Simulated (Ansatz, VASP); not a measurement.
One calculation of TaN, two programs

```
Ta N
1.0
     3.39912    0.00000    0.00000
     0.00000    3.39912    0.00000
     0.00000    0.00000    4.97696
Ta N
2 2
Cartesian
  0.0000 0.0000 0.0000
  1.6996 1.6996 0.0000
  1.6996 0.0000 1.3288
  0.0000 1.6996 3.6481
```

Alike in both runs: task relaxation of cell and atoms; functional LDA; k mesh 8 × 8 × 6; occupations fermi-dirac, width 0.05 eV; no spin polarisation.

|  | VASP | Ansatz |
| --- | --- | --- |
| version | VASP 6.6.1 | Ansatz 0.2.0 |
| potentials or method | VASP PAW LDA potentials, release 64 (Ta_pv, N) | Ansatz PAW |
| plane-wave cutoff (eV) | 600 | 420 |
| valence electrons in the cell | 32 | 36 |

Ansatz gave:

| Property | Result |
| --- | --- |
| gap on the k mesh at the Fermi level, each at its own relaxed structure (eV) | none |
| relaxed volume (Å³/atom) | 12.76 |
| relaxed cell length with the largest relative difference (Å) | 2.985 |

Question: Which values does VASP return?

Answer: gap on the k mesh at the Fermi level, each at its own relaxed structure (eV): none; relaxed volume (Å³/atom): 12.79; relaxed cell length with the largest relative difference (Å): 2.988.

LDA's correlation is that of Perdew and Zunger in VASP and of Perdew and Wang (1992) in Ansatz. A gap of «none» marks a metal or a gap that the smearing closes. VASP's potentials hold 32 valence electrons a cell and Ansatz's 36, so a difference there can come from the potentials and not from the codes.

Neither program's run includes spin-orbit coupling. Noted on Ansatz's run: the plane-wave basis is chosen anew once the cell has moved, so the energies of steps on either side of that aren't comparable.
